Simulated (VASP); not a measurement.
Write the native input for VASP 6.6.1 that does the following.

```yaml
Task: single point
Functional: PBEsol
Potentials_or_basis: VASP PAW PBE potentials, release 64 (Cu, Cl)
Cutoff: 520 eV
k_mesh: 8 × 8 × 8
Occupations: fermi-dirac, width 0.05 eV
Spin: no spin polarisation
Dipole_correction: no
Further_INCAR_settings: ALGO = Normal; EDIFF = 1e-07; NBANDS = 20
```

The structure of CuCl2 lies in POSCAR:

```
CuCl2
1.0
   -2.2697922763      2.2697922763      6.9053341452
    2.2697922763     -2.2697922763      6.9053341452
    2.2697922763      2.2697922763     -6.9053341452
Cu Cl
1 2
Direct
    0.0000000000      0.0000000000      0.0000000000
    0.0000000000      0.5000000000      0.5000000000
    0.5000000000      0.0000000000      0.5000000000
```

One way to write it, as run:

INCAR

```
  PREC = Accurate
  ENCUT = 520
  EDIFF = 1E-7
  ISMEAR = -1
  SIGMA = 0.05
  LREAL = False
  LASPH = True
  NELM = 60
  ALGO = Normal
  ISIF = 2
  LWAVE = False
  LCHARG = False
  GGA = PS
  NBANDS = 20
```

KPOINTS

```
regular mesh
0
Gamma
  8 8 8
```

Potentials or basis: VASP PAW PBE potentials, release 64 (Cu, Cl).

The run is started by

```sh
$ cat potpaw_PBE.64/Cu/POTCAR potpaw_PBE.64/Cl/POTCAR > POTCAR
$ mpirun -np 1 vasp_std > vasp.out
```

It gave:

```json
{
 "Pressure": "-1.3 GPa",
 "Band gap on the k mesh": "zero (an odd number of electrons rules out a gap without spin polarisation)"
}
```

Caveat: the PAW data sets were made with another functional, which shifts forces and pressure a little; an odd number of electrons without spin polarisation forces a metal; a magnetic or distorted state may lie lower.

It took 4 min on 1 thread of Intel(R) Xeon(R) 6975P-C (Granite Rapids) (shared host), peak memory 0.52 GiB.
